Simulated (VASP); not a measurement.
# Ag (Fm-3m) in VASP: a series of runs

Ag is run at these levels: PBE; tasks: single point, relaxation of cell and atoms.

Everything below comes from runs of VASP 6.6.1. Logs are shortened: lines on timing, memory, paths and dates and some standing lists are left out, and cuts for length are marked.

## 1. The cell of the first run

The structure is cubic, space group Fm-3m (No. 225). Conventional cell: a = 4.104 Å, b = 4.104 Å, c = 4.104 Å, α = 90.00°, β = 90.00°, γ = 90.00°. Ag (site symmetry m-3m) has 12 Ag at 2.90 Å within 3.8 Å.

## 2. Single point, PBE

Contents of INCAR:

```
PREC = Accurate ; ENCUT = 520
EDIFF = 1E-7 ; ISMEAR = 0
SIGMA = 0.1 ; LREAL = False
LASPH = True ; NELM = 60
ALGO = Normal ; ISIF = 2
LWAVE = False ; LCHARG = False
GGA = PE ; NBANDS = 12
```

Contents of KPOINTS:

```
regular mesh
0
Gamma
  8 8 8
```

Contents of POSCAR:

```
Ag
1.0
    0.0000000000      2.0521781806      2.0521781806
    2.0521781806      0.0000000000      2.0521781806
    2.0521781806      2.0521781806      0.0000000000
Ag
1
Direct
    0.0000000000      0.0000000000      0.0000000000
```

Potentials or basis: VASP PAW PBE potentials, release 64 (Ag).

Command:

```bash
$ cat potpaw_PBE.64/Ag/POTCAR > POTCAR
$ mpirun -np 1 vasp_std > vasp.out
```

OUTCAR:

```text
PREC = Accurate
   ENCUT = 520
   EDIFF = 1E-7
   ISMEAR = 0
   LREAL = False
   LASPH = True
   NELM = 60
   ISIF = 2
   GGA = PE

 ion  position               nearest neighbor table
   1  0.000  0.000  0.000-

  LATTYP: Found a face centered cubic cell.
 ALAT       =     4.1043563612

  Lattice vectors:

 A1 = (   0.0000000000,   2.0521781806,   2.0521781806)
 A2 = (   2.0521781806,   0.0000000000,   2.0521781806)
 A3 = (   2.0521781806,   2.0521781806,   0.0000000000)

Analysis of symmetry for initial positions (statically):
=====================================================================
 Subroutine PRICEL returns:
 Original cell was already a primitive cell.

 Routine SETGRP: Setting up the symmetry group for a
 face centered cubic supercell.

 Subroutine GETGRP returns: Found 48 space group operations
 (whereof 48 operations were pure point group operations)
 out of a pool of 48 trial point group operations.

The static configuration has the point symmetry O_h .

Analysis of symmetry for dynamics (positions and initial velocities):
=====================================================================
 Subroutine PRICEL returns:
 Original cell was already a primitive cell.

 Routine SETGRP: Setting up the symmetry group for a
 face centered cubic supercell.

 Subroutine GETGRP returns: Found 48 space group operations
 (whereof 48 operations were pure point group operations)
 out of a pool of 48 trial point group operations.

The dynamic configuration has the point symmetry O_h .

 Subroutine INISYM returns: Found 48 space group operations
 (whereof 48 operations are pure point group operations),
 and found     1 'primitive' translations

----------------------------------------------------------------------------------------

                                     Primitive cell

  volume of cell :      17.2852

  direct lattice vectors                    reciprocal lattice vectors
     0.000000000  2.052178181  2.052178181    -0.243643561  0.243643561  0.243643561
     2.052178181  0.000000000  2.052178181     0.243643561 -0.243643561  0.243643561
     2.052178181  2.052178181  0.000000000     0.243643561  0.243643561 -0.243643561

  length of vectors
     2.902218215  2.902218215  2.902218215     0.422003027  0.422003027  0.422003027

  position of ions in fractional coordinates (direct lattice)
     0.000000000  0.000000000  0.000000000

  ion indices of the primitive-cell ions
   primitive index   ion index
                 1           1

----------------------------------------------------------------------------------------

 KPOINTS: regular mesh

Automatic generation of k-mesh.
 Grid dimensions read from file:
 generate k-points for:    8    8    8

 Generating k-lattice:

  Cartesian coordinates                     Fractional coordinates (reciprocal lattice)
    -0.030455445  0.030455445  0.030455445     0.125000000  0.000000000  0.000000000
     0.030455445 -0.030455445  0.030455445     0.000000000  0.125000000  0.000000000
     0.030455445  0.030455445 -0.030455445     0.000000000  0.000000000  0.125000000

  Length of vectors
     0.052750378  0.052750378  0.052750378

  Shift w.r.t. Gamma in fractional coordinates (k-lattice)
     0.000000000  0.000000000  0.000000000

 Subroutine IBZKPT returns following result:
 ===========================================

 Found     29 irreducible k-points:

 Following reciprocal coordinates:
            Coordinates               Weight
  0.000000  0.000000  0.000000      1.000000
  0.125000  0.000000  0.000000      8.000000
  0.250000  0.000000  0.000000      8.000000
  0.375000  0.000000  0.000000      8.000000
  0.500000  0.000000  0.000000      4.000000
  0.125000  0.125000  0.000000      6.000000
[... 16 lines left out ...]
  0.500000  0.250000  0.125000     48.000000
 -0.375000  0.250000  0.125000     24.000000
 [... further k-points ...]
   k-points           NKPTS =     29   k-points in BZ     NKDIM =     29   number of bands    NBANDS=     12
   number of dos      NEDOS =    301   number of ions     NIONS =      1
   total plane-waves  NPLWV =  13824
   dimension x,y,z NGX =    24 NGY =   24 NGZ =   24
   dimension x,y,z NGXF=    48 NGYF=   48 NGZF=   48
   ions per type =               1
   NGX,Y,Z   is equivalent  to a cutoff of  13.75, 13.75, 13.75 a.u.
   NGXF,Y,Z  is equivalent  to a cutoff of  27.50, 27.50, 27.50 a.u.
 SYSTEM =  unknown system
   PREC   = accura    normal or accurate (medium, high low for compatibility)
   ISTART =      0    job   : 0-new  1-cont  2-samecut
   ICHARG =      2    charge: 1-file 2-atom 10-const
   ISPIN  =      1    spin polarized calculation?
   LNONCOLLINEAR =      F non collinear calculations
   LSORBIT =      F    spin-orbit coupling
   LASPH  =      T    aspherical Exc in radial PAW
   ENCUT  =  520.0 eV  38.22 Ry    6.18 a.u.   5.40  5.40  5.40*2*pi/ulx,y,z
   NELM   =     60;   NELMIN=  2; NELMDL= -5     # of ELM steps
   EDIFF  = 0.1E-06   stopping-criterion for ELM
   LREAL  =      F    real-space projection
   EDIFFG = 0.1E-05   stopping-criterion for IOM
   NSW    =      0    number of steps for IOM
   IBRION =     -1    ionic relax: 0-MD 1-quasi-New 2-CG
   NFREE  =      0    steps in history (QN), initial steepest desc. (CG)
   ISIF   =      2    stress and relaxation
   ISYM   =      2    0-nonsym 1-usesym 2-fastsym
   POTIM  = 0.5000    time-step for ionic-motion
   TEBEG  =    0.0;   TEEND  =   0.0 temperature during run
   PSTRESS=    0.0 pullay stress
   NELECT =      11.0000    total number of electrons
   NUPDOWN=      -1.0000    fix difference up-down
   EMIN   =  10.00;   EMAX   =-10.00  energy-range for DOS
   EFERMI =   0.00;   METHOD = LEGACY
   ISMEAR =     0;   SIGMA  =   0.10  broadening in eV -4-tet -1-fermi 0-gaus
   EFERMI_NEDOS =   21; number of points for ismear=-14 and -15
   IALGO  =     38    algorithm
   IMIX   =      4    mixing-type and parameters
     AMIX     =   0.40;   BMIX     =  1.00
     AMIX_MAG =   1.60;   BMIX_MAG =  1.00
  volume/ion in A,a.u.               =      17.29       116.65
  Fermi-wavevector in a.u.,A,eV,Ry     =   1.408145  2.661008 26.978610  1.982872
  Thomas-Fermi vector in A             =   2.530332
   LORBIT       =      0    0 simple, 1 ext, 2 COOP (PROOUT), +10 PAW based schemes
   GGA     = PE    functional components
   LHFCALC =     F    Hartree Fock is set to
   AEXX    =    0.0000 exact exchange contribution
   IVDW    =     0    specifies the selected vdW correction
   LEPSILON=     F    determine dielectric tensor
   LRPA    =     F    only Hartree local field effects (RPA)
 non-spin polarized calculation
 Gauss-broadening in eV      SIGMA  =   0.10
  energy-cutoff  :      520.00
  volume of cell :       17.29
 maximum number of plane-waves:       483
 NGX is ok and might be reduce to    24
   NGX = 11   NGY = 11   NGZ = 11

 number of electron      10.9999999 magnetization

 Free energy of the ion-electron system (eV)
  ---------------------------------------------------
  ext. energy  EPLUGINS =         0.00000000
  ---------------------------------------------------
  free energy    TOTEN  =        -2.68456819 eV

  energy without entropy =       -2.68151441  energy(sigma->0) =       -2.68304130

 E-fermi :   8.0417     XC(G=0): -12.1271

 val. band max:        7.9668063585   @ k =   0.5000   0.2500   0.1250
 cond. band min:       8.4592580332   @ k =   0.5000   0.3750   0.1250
 fundamental gap:      0.4924516747
 Fermi energy:         8.0416653600

 k-point     1 :       0.0000    0.0000    0.0000
  band No.  band energies     occupation
      1       0.5743      2.00000
      2       3.4909      2.00000
      3       3.4909      2.00000
      4       3.4909      2.00000
      5       4.5008      2.00000
      6       4.5008      2.00000
      7      24.2367      0.00000
      8      27.7336      0.00000
      9      27.7336      0.00000
     10      27.7336      0.00000
     11      32.5045      0.00000
     12      33.5620      0.00000

 k-point     2 :       0.1250    0.0000    0.0000
  band No.  band energies     occupation
      1       1.0402      2.00000
      2       3.4058      2.00000
      3       3.6063      2.00000
      4       3.6063      2.00000
      5       4.4675      2.00000
      6       4.4675      2.00000
      7      23.7092      0.00000
      8      25.3163      0.00000
      9      27.8766      0.00000
     10      27.8766      0.00000
     11      31.5361      0.00000
     12      32.9304      0.00000

 k-point     3 :       0.2500    0.0000    0.0000
  band No.  band energies     occupation
      1       1.9384      2.00000
      2       3.6868      2.00000
      3       3.6868      2.00000
      4       3.7362      2.00000
      5       4.6229      2.00000
      6       4.6229      2.00000
      7      19.2824      0.00000
      8      24.8047      0.00000
      9      27.7180      0.00000
     10      27.7180      0.00000
     11      30.9978      0.00000
     12      31.4015      0.00000
[... 286 lines left out ...]
 k-point    23 :       0.5000    0.2500    0.1250
  band No.  band energies     occupation
      1       2.6386      2.00000
      2       3.1947      2.00000
      3       3.5292      2.00000
      4       4.2534      2.00000
      5       4.9975      2.00000
      6       7.9668      1.71025
      7      15.5317      0.00000
      8      19.9192      0.00000
      9      22.2290      0.00000
     10      27.2131      0.00000
     11      30.6654      0.00000
     12      34.0521      0.00000

 k-point    24 :      -0.3750    0.2500    0.1250
  band No.  band energies     occupation
      1       2.5834      2.00000
      2       3.0530      2.00000
      3       3.9198      2.00000
      4       4.0794      2.00000
      5       5.2042      2.00000
      6      10.5197      0.00000
      7      12.1279      0.00000
      8      20.5417      0.00000
      9      20.7292      0.00000
     10      26.6276      0.00000
     11      31.3276      0.00000
     12      35.3810      0.00000

 [... further k-points ...]

------------------------ aborting loop because EDIFF is reached ----------------------------------------

  FORCE on cell =-STRESS in cart. coord.  units (eV):
  Direction    XX          YY          ZZ          XY          YZ          ZX
  --------------------------------------------------------------------------------------
  -------------------------------------------------------------------------------------
  Total        0.3816099      0.3816099      0.3816099      0.0000000      0.0000000     -0.0000000
  in kB       35.3716263     35.3716263     35.3716263      0.0000000      0.0000000     -0.0000000
  external PRESSURE =      35.3716263 kB  Pullay stress =       0.0000000 kB

 VOLUME and BASIS-vectors are now :
 -----------------------------------------------------------------------------
  energy-cutoff  :      520.00
  volume of cell :       17.29
      direct lattice vectors                 reciprocal lattice vectors
     0.000000000  2.052178181  2.052178181    -0.243643561  0.243643561  0.243643561
     2.052178181  0.000000000  2.052178181     0.243643561 -0.243643561  0.243643561
     2.052178181  2.052178181  0.000000000     0.243643561  0.243643561 -0.243643561

 POSITION                                       TOTAL-FORCE (eV/Angst)
 -----------------------------------------------------------------------------------
      0.00000      0.00000      0.00000         0.000000     -0.000000      0.000000
 -----------------------------------------------------------------------------------
    total drift:                               -0.000000      0.000000     -0.000000

  FREE ENERGIE OF THE ION-ELECTRON SYSTEM (eV)
  ---------------------------------------------------
  free  energy   TOTEN  =        -2.6845681929 eV

  energy  without entropy=       -2.6815144139  energy(sigma->0) =       -2.68304130
```

It took 6.9 s on 1 thread of Intel Xeon Platinum 8375C at 2.90GHz (Ice Lake), shared host; peak memory 0.14 GiB.

What came out:

```yaml
Free_energy: -2.6846 eV
Pressure: 3.5 GPa
Band_gap_on_the_k_mesh: zero (an odd number of electrons rules out a gap without spin polarisation)
```

Caveat: the cell stands under pressure.

## 3. Single point, PBE

This run uses another cell than the first one, of 17.84 Å³/atom.

Contents of INCAR:

```
SYSTEM = Ag
  PREC = Accurate
  ENCUT = 520
  EDIFF = 1E-6
  ISMEAR = 0
  SIGMA = 0.1
  LREAL = .False.
  LASPH = .True.
  NELM = 60
  ALGO = Normal
  ISIF = 2
  LWAVE = .False.
  LCHARG = .False.
  GGA = PE
  NBANDS = 12
```

Contents of KPOINTS:

```
Automatic mesh
0
Gamma
  18 18 18
  0 0 0
```

Contents of POSCAR:

```
Ag
1.0
    0.0000000000      2.0737491127      2.0737491127
    2.0737491127      0.0000000000      2.0737491127
    2.0737491127      2.0737491127      0.0000000000
Ag
1
Direct
    0.0000000000      0.0000000000      0.0000000000
```

Potentials or basis: VASP PAW PBE potentials, release 64 (Ag).

Command:

```bash
$ cat potpaw_PBE.64/Ag/POTCAR > POTCAR
$ mpirun -np 1 vasp_std > vasp.out
```

Wall time 43 s (1 thread of Intel Xeon Platinum 8375C at 2.90GHz (Ice Lake), shared host); peak memory 0.17 GiB.

It converged, with:

```
Free energy            : -2.7208 eV
Pressure               : -0.1 GPa
Band gap on the k mesh : zero (an odd number of electrons rules out a gap without spin polarisation)
```

Levels at points of the mesh, in eV from the Fermi level:
```
           k point  band 2  band 3  band 4  band 5  band 6  band 7  band 8  band 9  band 10  band 11
(0.00, 0.00, 0.00)   -4.62   -4.62   -4.62   -3.66   -3.66   15.95   19.26   19.26    19.26    23.96
(0.50, 0.00, 0.00)   -4.64   -4.64   -2.93   -2.93   -0.25    3.39   15.18   17.44    17.44    22.25
(0.50, 0.50, 0.00)   -6.00   -2.96   -2.74   -2.74    1.68    6.43   10.47   10.47    16.68    16.71
```

(Continued in part 2 of 2.)

The gap in the log of VASP goes by the Fermi energy; the results here count the filled bands.